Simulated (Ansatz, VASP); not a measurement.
One calculation of Ir, two programs

File INCAR:

```
SYSTEM = Ir
ALGO     = Normal         ! electronic algorithm
EDIFF    = 1E-6           ! SCF threshold, eV
EDIFFG   = -0.01          ! ionic threshold
ENCUT    = 600            ! plane-wave cutoff, eV
GGA      = PE             ! functional
IBRION   = 2              ! ionic algorithm
ISIF     = 3              ! what is computed and relaxed
ISMEAR   = 0              ! smearing method
LASPH    = .TRUE.         ! aspherical terms in the spheres
LCHARG   = .FALSE.        ! write CHGCAR
LREAL    = .FALSE.        ! projectors in reciprocal space
LWAVE    = .FALSE.        ! write WAVECAR
NELM     = 80             ! most SCF steps
NSW      = 100            ! ionic steps
PREC     = Accurate       ! precision mode
SIGMA    = 0.1            ! smearing width, eV
```

File KPOINTS:

```
k-points
0
G
  22 22 22
  0 0 0
```

File POSCAR:

```
Ir
1.0
    2.5671240081      0.0000000000      0.0000000000
    0.0000000000      2.5671240081      0.0000000000
    0.0000000000      0.0000000000      2.5671240081
Ir
1
Direct
    0.0000000000      0.0000000000      0.0000000000
```

Input for Ansatz:

```yaml
crystal:
  lattice:
    - [2.5671240081, 0.0, 0.0]
    - [0.0, 2.5671240081, 0.0]
    - [0.0, 0.0, 2.5671240081]
  atoms:
    - { symbol: Ir, position: [0.0, 0.0, 0.0] }
basis:
  ecutwfc: 420
kpoints:
  mp_grid: { grid: [22, 22, 22] }
hamiltonian:
  xc: pbe
scf:
  occupations: { method: gaussian, width: 0.1 }
output:
  forces: true
  stress: true
  eigenvalues: true
  write_density: true
  write_potential: true
  elf: true
  volumetric_format: npy
relax:
  adjacent_minimum: "off"
  f_tol: 0.01
  max_steps: 80
  cell: { stress_tol: 0.05 }
```

Alike in both runs: task relaxation of cell and atoms; functional PBE; k mesh 22 × 22 × 22; occupations gaussian, width 0.1 eV; no spin polarisation.

|  | VASP | Ansatz |
| --- | --- | --- |
| version | VASP 6.6.1 | Ansatz 0.2.0 |
| potentials or method | VASP PAW PBE potentials, release 64 (Ir), cutoff 600 eV | scalar-relativistic, plane waves, PAW |
| valence electrons in the cell | 9 | 17 |

```tsv
	VASP	Ansatz	Ansatz less VASP
gap on the k mesh at the Fermi level, each at its own relaxed structure (eV)	none	none	-
relaxed volume (Å³/atom)	17.00	16.99	-0.014
relaxed cell length with the largest relative difference (Å)	2.571	2.571	-0.0007
```

A gap of «none» marks a metal or a gap that the smearing closes. VASP's potentials hold 9 valence electrons a cell and Ansatz's 17, so a difference there can come from the potentials and not from the codes.

Spin-orbit coupling is off throughout.
